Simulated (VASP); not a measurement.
# AgI (F-43m) in VASP: a series of runs

Runs on AgI. Level: LDA. Tasks: single point.

Program: VASP 6.6.1. These are calculated values, not measurements. Logs are shortened: lines on timing, memory, paths and dates and some standing lists are left out, and cuts for length are marked.

### 1 The cell of the first run

Symmetry: F-43m, No. 216, cubic system. The conventional cell has a = 5.923 Å, b = 5.923 Å, c = 5.923 Å, α = 90.00°, β = 90.00°, γ = 90.00°. Within 3.4 Å of Ag (site symmetry -43m) lie 4 I at 2.56 Å. I (site symmetry -43m) has 4 Ag at 2.56 Å within 3.4 Å.

### 2 Single point, LDA

Input file INCAR:

```
SYSTEM = AgI
PREC = Accurate ; ENCUT = 500
EDIFF = 1E-6 ; ISMEAR = 0
SIGMA = 0.01 ; LREAL = .False.
LASPH = .True. ; NELM = 120
ALGO = Normal ; ISIF = 2
LWAVE = .False. ; LCHARG = .True.
GGA = CA ; LELF = .True.
LVHAR = .True. ; NBANDS = 16
GGA_COMPAT = .False.
```

Input file KPOINTS:

```
regular mesh
0
Gamma
  6 6 6
  0 0 0
```

Input file POSCAR:

```
AgI
1.0
    2.9613356026      2.9613356026      0.0000000000
   -2.9613356026      2.9613356026      0.0000000000
    0.0000000000      2.9613356026      2.9613356026
Ag I
1 1
Direct
    0.0000000000      0.0000000000      0.0000000000
    0.7500000000      0.2500000000      0.5000000000
```

Potentials or basis: VASP PAW LDA potentials, release 64 (Ag, I).

Command:

```bash
$ cat potpaw_LDA.64/Ag/POTCAR potpaw_LDA.64/I/POTCAR > POTCAR
$ mpirun -np 1 vasp_std > vasp.out
```

OUTCAR:

```text
SYSTEM = AgI
   PREC = Accurate
   ENCUT = 500
   EDIFF = 1E-6
   ISMEAR = 0
   LREAL = .False.
   LASPH = .True.
   NELM = 120
   ISIF = 2
   GGA = CA

 ion  position               nearest neighbor table
   1  0.000  0.000  0.000-   2 2.56   2 2.56   2 2.56   2 2.56
   2  0.750  0.250  0.500-   1 2.56   1 2.56   1 2.56   1 2.56

  LATTYP: Found a face centered cubic cell.
 ALAT       =     5.9226712052

  Lattice vectors:

 A1 = (   0.0000000000,   2.9613356026,   2.9613356026)
 A2 = (   2.9613356026,   0.0000000000,   2.9613356026)
 A3 = (   2.9613356026,   2.9613356026,   0.0000000000)

Analysis of symmetry for initial positions (statically):
=====================================================================
 Subroutine PRICEL returns:
 Original cell was already a primitive cell.

 Routine SETGRP: Setting up the symmetry group for a
 face centered cubic supercell.

 Subroutine GETGRP returns: Found 24 space group operations
 (whereof 24 operations were pure point group operations)
 out of a pool of 48 trial point group operations.

The static configuration has the point symmetry T_d .

Analysis of symmetry for dynamics (positions and initial velocities):
=====================================================================
 Subroutine PRICEL returns:
 Original cell was already a primitive cell.

 Routine SETGRP: Setting up the symmetry group for a
 face centered cubic supercell.

 Subroutine GETGRP returns: Found 24 space group operations
 (whereof 24 operations were pure point group operations)
 out of a pool of 48 trial point group operations.

The dynamic configuration has the point symmetry T_d .

 Subroutine INISYM returns: Found 24 space group operations
 (whereof 24 operations are pure point group operations),
 and found     1 'primitive' translations

----------------------------------------------------------------------------------------

                                     Primitive cell

  volume of cell :      51.9389

  direct lattice vectors                    reciprocal lattice vectors
     2.961335603  2.961335603  0.000000000     0.168842734  0.168842734 -0.168842734
    -2.961335603  2.961335603  0.000000000    -0.168842734  0.168842734 -0.168842734
     0.000000000  2.961335603  2.961335603     0.000000000  0.000000000  0.337685468

  length of vectors
     4.187960972  4.187960972  4.187960972     0.292444194  0.292444194  0.337685468

  position of ions in fractional coordinates (direct lattice)
     0.000000000  0.000000000  0.000000000
     0.750000000  0.250000000  0.500000000

  ion indices of the primitive-cell ions
   primitive index   ion index
                 1           1
                 2           2

----------------------------------------------------------------------------------------

 KPOINTS: regular mesh

Automatic generation of k-mesh.
 Grid dimensions read from file:
 generate k-points for:    6    6    6

 Generating k-lattice:

  Cartesian coordinates                     Fractional coordinates (reciprocal lattice)
     0.028140456  0.028140456 -0.028140456     0.166666667  0.000000000  0.000000000
    -0.028140456  0.028140456 -0.028140456     0.000000000  0.166666667  0.000000000
     0.000000000  0.000000000  0.056280911     0.000000000  0.000000000  0.166666667

  Length of vectors
     0.048740699  0.048740699  0.056280911

  Shift w.r.t. Gamma in fractional coordinates (k-lattice)
     0.000000000  0.000000000  0.000000000

 Subroutine IBZKPT returns following result:
 ===========================================

 Found     16 irreducible k-points:

 Following reciprocal coordinates:
            Coordinates               Weight
  0.000000  0.000000  0.000000      1.000000
  0.166667  0.000000  0.000000      8.000000
  0.333333  0.000000  0.000000      8.000000
  0.500000  0.000000  0.000000      4.000000
  0.166667  0.166667  0.000000     12.000000
  0.333333  0.166667  0.000000     24.000000
[... 8 lines left out ...]
  0.500000  0.333333  0.166667     24.000000
  0.500000  0.500000  0.166667     12.000000
   k-points           NKPTS =     16   k-points in BZ     NKDIM =     16   number of bands    NBANDS=     16
   number of dos      NEDOS =    301   number of ions     NIONS =      2
   total plane-waves  NPLWV =  32768
   dimension x,y,z NGX =    32 NGY =   32 NGZ =   32
   dimension x,y,z NGXF=    64 NGYF=   64 NGZF=   64
   ions per type =               1   1
   NGX,Y,Z   is equivalent  to a cutoff of  12.70, 12.70, 12.70 a.u.
   NGXF,Y,Z  is equivalent  to a cutoff of  25.41, 25.41, 25.41 a.u.
 SYSTEM =  AgI
   PREC   = accura    normal or accurate (medium, high low for compatibility)
   ISTART =      0    job   : 0-new  1-cont  2-samecut
   ICHARG =      2    charge: 1-file 2-atom 10-const
   ISPIN  =      1    spin polarized calculation?
   LNONCOLLINEAR =      F non collinear calculations
   LSORBIT =      F    spin-orbit coupling
   LASPH  =      T    aspherical Exc in radial PAW
   ENCUT  =  500.0 eV  36.75 Ry    6.06 a.u.   7.64  7.64  7.64*2*pi/ulx,y,z
   NELM   =    120;   NELMIN=  2; NELMDL= -5     # of ELM steps
   EDIFF  = 0.1E-05   stopping-criterion for ELM
   LREAL  =      F    real-space projection
   EDIFFG = 0.1E-04   stopping-criterion for IOM
   NSW    =      0    number of steps for IOM
   IBRION =     -1    ionic relax: 0-MD 1-quasi-New 2-CG
   NFREE  =      0    steps in history (QN), initial steepest desc. (CG)
   ISIF   =      2    stress and relaxation
   ISYM   =      2    0-nonsym 1-usesym 2-fastsym
   POTIM  = 0.5000    time-step for ionic-motion
   TEBEG  =    0.0;   TEEND  =   0.0 temperature during run
   PSTRESS=    0.0 pullay stress
   NELECT =      18.0000    total number of electrons
   NUPDOWN=      -1.0000    fix difference up-down
   EMIN   =  10.00;   EMAX   =-10.00  energy-range for DOS
   EFERMI =   0.00;   METHOD = LEGACY
   ISMEAR =     0;   SIGMA  =   0.01  broadening in eV -4-tet -1-fermi 0-gaus
   EFERMI_NEDOS =   21; number of points for ismear=-14 and -15
   IALGO  =     38    algorithm
   IMIX   =      4    mixing-type and parameters
     AMIX     =   0.40;   BMIX     =  1.00
     AMIX_MAG =   1.60;   BMIX_MAG =  1.00
  volume/ion in A,a.u.               =      25.97       175.25
  Fermi-wavevector in a.u.,A,eV,Ry     =   1.149921  2.173036 17.991236  1.322319
  Thomas-Fermi vector in A             =   2.286588
   LORBIT       =      0    0 simple, 1 ext, 2 COOP (PROOUT), +10 PAW based schemes
   GGA     = CA    functional components
   LHFCALC =     F    Hartree Fock is set to
   AEXX    =    0.0000 exact exchange contribution
   IVDW    =     0    specifies the selected vdW correction
   LEPSILON=     F    determine dielectric tensor
   LRPA    =     F    only Hartree local field effects (RPA)
 non-spin polarized calculation
 Gauss-broadening in eV      SIGMA  =   0.01
  energy-cutoff  :      500.00
  volume of cell :       51.94
 maximum number of plane-waves:      1363
 NGX is ok and might be reduce to    32
   NGX = 15   NGY = 15   NGZ = 15

 number of electron      18.0000003 magnetization

 Free energy of the ion-electron system (eV)
  ---------------------------------------------------
  ext. energy  EPLUGINS =         0.00000000
  ---------------------------------------------------
  free energy    TOTEN  =        -5.66701046 eV

  energy without entropy =       -5.66701046  energy(sigma->0) =       -5.66701046

 E-fermi :   6.6622     XC(G=0): -10.1350

 val. band max:        6.5849496906   @ k =   0.0000   0.0000   0.0000
 cond. band min:       7.7250146571   @ k =   0.0000   0.0000   0.0000
 fundamental gap:      1.1400649665
 Fermi energy:         6.6621516896

 k-point     1 :       0.0000    0.0000    0.0000
  band No.  band energies     occupation
      1      -8.1720      2.00000
      2       0.2783      2.00000
      3       0.2783      2.00000
      4       0.2783      2.00000
      5       1.8723      2.00000
      6       1.8723      2.00000
[... 8 lines left out ...]
     15      16.9527      0.00000
     16      16.9527      0.00000

 k-point     2 :       0.1667    0.0000    0.0000
  band No.  band energies     occupation
      1      -8.0331      2.00000
      2       0.2034      2.00000
      3       0.3475      2.00000
      4       0.3475      2.00000
      5       1.8589      2.00000
      6       1.8589      2.00000
[... 8 lines left out ...]
     15      15.7256      0.00000
     16      15.8518      0.00000

 k-point     3 :       0.3333    0.0000    0.0000
  band No.  band energies     occupation
      1      -7.7339      2.00000
      2       0.1732      2.00000
      3       0.4729      2.00000
      4       0.4729      2.00000
      5       1.8791      2.00000
      6       1.8791      2.00000
[... 8 lines left out ...]
     15      16.2075      0.00000
     16      16.2075      0.00000

 k-point     4 :       0.5000    0.0000    0.0000
  band No.  band energies     occupation
      1      -7.5718      2.00000
      2       0.2880      2.00000
      3       0.5248      2.00000
      4       0.5248      2.00000
      5       1.9225      2.00000
      6       1.9225      2.00000
[... 8 lines left out ...]
     15      17.6919      0.00000
     16      17.6919      0.00000

 k-point     5 :       0.1667    0.1667    0.0000
  band No.  band energies     occupation
      1      -7.8390      2.00000
      2       0.1604      2.00000
      3       0.4351      2.00000
      4       0.4437      2.00000
      5       1.8024      2.00000
      6       1.9109      2.00000
[... 8 lines left out ...]
     15      16.5754      0.00000
     16      17.5483      0.00000

 k-point     6 :       0.3333    0.1667    0.0000
  band No.  band energies     occupation
      1      -7.5792      2.00000
      2       0.3262      2.00000
      3       0.4781      2.00000
      4       0.5738      2.00000
      5       1.8365      2.00000
      6       1.9200      2.00000
[... 8 lines left out ...]
     15      16.7018      0.00000
     16      17.9210      0.00000

 k-point     7 :       0.5000    0.1667    0.0000
  band No.  band energies     occupation
      1      -7.5250      2.00000
      2       0.2586      2.00000
      3       0.6026      2.00000
      4       0.6313      2.00000
      5       1.8892      2.00000
      6       1.9319      2.00000
[... 8 lines left out ...]
     15      17.5662      0.00000
     16      17.8243      0.00000

 k-point     8 :      -0.3333    0.1667    0.0000
  band No.  band energies     occupation
      1      -7.7391      2.00000
      2       0.0597      2.00000
      3       0.5356      2.00000
      4       0.5572      2.00000
      5       1.7841      2.00000
      6       1.9374      2.00000
[... 8 lines left out ...]
     15      17.0861      0.00000
     16      17.3202      0.00000

 k-point     9 :      -0.1667    0.1667    0.0000
  band No.  band energies     occupation
      1      -7.9867      2.00000
      2       0.1189      2.00000
      3       0.4087      2.00000
      4       0.4087      2.00000
      5       1.7927      2.00000
      6       1.9087      2.00000
[... 8 lines left out ...]
     15      17.0250      0.00000
     16      17.5462      0.00000

 k-point    10 :       0.3333    0.3333    0.0000
  band No.  band energies     occupation
      1      -7.4222      2.00000
      2       0.2523      2.00000
      3       0.7763      2.00000
      4       0.8892      2.00000
      5       1.6871      2.00000
      6       1.8717      2.00000
[... 8 lines left out ...]
     15      16.5380      0.00000
     16      19.7891      0.00000

 k-point    11 :       0.5000    0.3333    0.0000
  band No.  band energies     occupation
      1      -7.4246      2.00000
      2      -0.0489      2.00000
      3       0.8877      2.00000
      4       0.9373      2.00000
      5       1.9474      2.00000
      6       1.9717      2.00000
[... 8 lines left out ...]
     15      18.0138      0.00000
     16      19.4001      0.00000

 k-point    12 :      -0.3333    0.3333    0.0000
  band No.  band energies     occupation
      1      -7.5871      2.00000
      2      -0.1318      2.00000
      3       0.7680      2.00000
      4       0.7680      2.00000
      5       1.7531      2.00000
      6       1.9827      2.00000
[... 8 lines left out ...]
     15      17.2127      0.00000
     16      20.3964      0.00000

 k-point    13 :       0.5000    0.5000    0.0000
  band No.  band energies     occupation
      1      -7.3706      2.00000
      2      -0.2165      2.00000
      3       1.0470      2.00000
      4       1.0470      2.00000
      5       2.0203      2.00000
      6       2.0613      2.00000
[... 8 lines left out ...]
     15      17.3389      0.00000
     16      18.9956      0.00000

 k-point    14 :       0.3333    0.3333    0.1667
  band No.  band energies     occupation
      1      -7.5308      2.00000
      2       0.1270      2.00000
      3       0.5949      2.00000
      4       0.7819      2.00000
      5       1.8335      2.00000
      6       1.9349      2.00000
[... 8 lines left out ...]
     15      18.0836      0.00000
     16      18.8511      0.00000

 k-point    15 :       0.5000    0.3333    0.1667
  band No.  band energies     occupation
      1      -7.4222      2.00000
      2       0.3314      2.00000
      3       0.5717      2.00000
      4       0.9571      2.00000
      5       1.7404      2.00000
      6       1.9836      2.00000
[... 8 lines left out ...]
     15      17.7949      0.00000
     16      18.8700      0.00000

 k-point    16 :       0.5000    0.5000    0.1667
  band No.  band energies     occupation
      1      -7.3701      2.00000
      2       0.0886      2.00000
      3       0.8492      2.00000
      4       1.0338      2.00000
      5       1.8466      2.00000
      6       2.2739      2.00000
[... 8 lines left out ...]
     15      18.7193      0.00000
     16      18.8773      0.00000

------------------------ aborting loop because EDIFF is reached ----------------------------------------

  FORCE on cell =-STRESS in cart. coord.  units (eV):
  Direction    XX          YY          ZZ          XY          YZ          ZX
  --------------------------------------------------------------------------------------
  -------------------------------------------------------------------------------------
  Total        4.8577474      4.8577474      4.8577474     -0.0000000      0.0000000     -0.0000000
  in kB      149.8485803    149.8485803    149.8485803     -0.0000000      0.0000000     -0.0000000
  external PRESSURE =     149.8485803 kB  Pullay stress =       0.0000000 kB

 VOLUME and BASIS-vectors are now :
 -----------------------------------------------------------------------------
  energy-cutoff  :      500.00
  volume of cell :       51.94
      direct lattice vectors                 reciprocal lattice vectors
     2.961335603  2.961335603  0.000000000     0.168842734  0.168842734 -0.168842734
    -2.961335603  2.961335603  0.000000000    -0.168842734  0.168842734 -0.168842734
     0.000000000  2.961335603  2.961335603     0.000000000  0.000000000  0.337685468

 POSITION                                       TOTAL-FORCE (eV/Angst)
 -----------------------------------------------------------------------------------
      0.00000      0.00000      0.00000         0.000000     -0.000000      0.000000
      1.48067      4.44200      1.48067        -0.000000      0.000000      0.000000
 -----------------------------------------------------------------------------------
    total drift:                               -0.000001     -0.000000      0.000000

  FREE ENERGIE OF THE ION-ELECTRON SYSTEM (eV)
  ---------------------------------------------------
  free  energy   TOTEN  =        -5.6670104577 eV

  energy  without entropy=       -5.6670104577  energy(sigma->0) =       -5.66701046
```

Wall time 4.3 s (1 thread of Intel Xeon 6975P-C (Granite Rapids), shared host); peak memory 0.15 GiB.

Results:

```yaml
Free_energy: -5.6670 eV
Pressure: 15.0 GPa
Band_gap_on_the_k_mesh: 1.14 eV, direct
```

Caveat: spin-orbit coupling is left out, which moves the levels of the heavy elements.

### 3 Single point, LDA

Input file INCAR:

```
ALGO = Normal
EDIFF = 1E-6
ENCUT = 500
GGA_COMPAT = F
ISIF = 2
ISMEAR = 0
LASPH = T
LCHARG = F
LREAL = F
LWAVE = F
NBANDS = 16
NELM = 120
PREC = Accurate
SIGMA = 0.01
```

Input file KPOINTS:

```
k-points
0
Gamma
  6 6 6
```

POSCAR is that of step 2.

Potentials or basis: VASP PAW LDA potentials, release 64 (Ag, I).

Command:

```bash
$ cat potpaw_LDA.64/Ag/POTCAR potpaw_LDA.64/I/POTCAR > POTCAR
$ mpirun -np 1 vasp_std > vasp.out
```

Run time: 3.9 s. Hardware: 1 thread of Intel Xeon 6975P-C (Granite Rapids), shared host; peak memory 0.15 GiB.

The run converged. Its results:

| Quantity | Value |
| --- | --- |
| Free energy | -5.6670 eV |
| Pressure | 15.0 GPa |
| Band gap on the k mesh | 1.14 eV, direct |

Levels at points of the mesh, in eV from the valence-band top:
| k point | band 7 | band 8 | band 9 | band 10 | band 11 | band 12 |
| --- | --- | --- | --- | --- | --- | --- |
| (0.00, 0.00, 0.00) | 0.00 | 0.00 | 0.00 | 1.14 | 5.05 | 5.05 |
| (0.50, 0.00, 0.00) | -4.43 | -1.24 | -1.24 | 2.36 | 5.70 | 5.70 |
| (0.50, 0.50, 0.00) | -3.99 | -2.97 | -2.97 | 2.62 | 3.36 | 9.50 |

Caveat: spin-orbit coupling is left out, which moves the levels of the heavy elements. Expect the measured gap to be larger: semilocal functionals such as LDA lack the derivative discontinuity.

### 4 Single point, LDA

This run uses another cell than the first one, of 28.32 Å³/atom, 1.090 times its volume.

Input file INCAR:

```
PREC = Accurate
ENCUT = 500
EDIFF = 1E-6
ISMEAR = 0
SIGMA = 0.01
LREAL = False
LASPH = True
NELM = 120
ALGO = Normal
ISIF = 2
LWAVE = False
LCHARG = True
GGA = CA
LELF = True
LVHAR = True
NBANDS = 16
GGA_COMPAT = False
```

Input file KPOINTS:

```
regular mesh
0
Gamma
  6 6 6
```

Input file POSCAR:

```
AgI
1.0
    3.0479545035      3.0479545035      0.0000000000
   -3.0479545035      3.0479545035      0.0000000000
    0.0000000000      3.0479545035      3.0479545035
Ag I
1 1
Direct
    0.0000000000      0.0000000000      0.0000000000
    0.7500000000      0.2500000000      0.5000000000
```

Command:

```bash
$ cat potpaw_LDA.64/Ag/POTCAR potpaw_LDA.64/I/POTCAR > POTCAR
$ mpirun -np 1 vasp_std > vasp.out
```

It took 4.3 s on 1 thread of Intel Xeon 6975P-C (Granite Rapids), shared host; peak memory 0.15 GiB.

The run converged. Its results:

- Free energy: -5.9797 eV
- Pressure: 7.0 GPa
- Band gap on the k mesh: 1.12 eV, direct

Levels at points of the mesh, in eV from the valence-band top:
| k point | band 5 | band 6 | band 7 | band 8 | band 9 | band 10 | band 11 | band 12 | band 13 | band 14 |
| --- | --- | --- | --- | --- | --- | --- | --- | --- | --- | --- |
| (0.00, 0.00, 0.00) | -4.13 | -4.13 | 0.00 | 0.00 | 0.00 | 1.12 | 5.26 | 5.26 | 5.26 | 8.77 |
| (0.50, 0.00, 0.00) | -4.09 | -4.09 | -3.90 | -1.05 | -1.05 | 2.44 | 5.85 | 5.85 | 7.18 | 9.21 |
| (0.50, 0.50, 0.00) | -4.00 | -3.97 | -3.51 | -2.55 | -2.55 | 2.88 | 3.52 | 9.05 | 10.18 | 10.18 |

Caveat: spin-orbit coupling is left out, which moves the levels of the heavy elements.
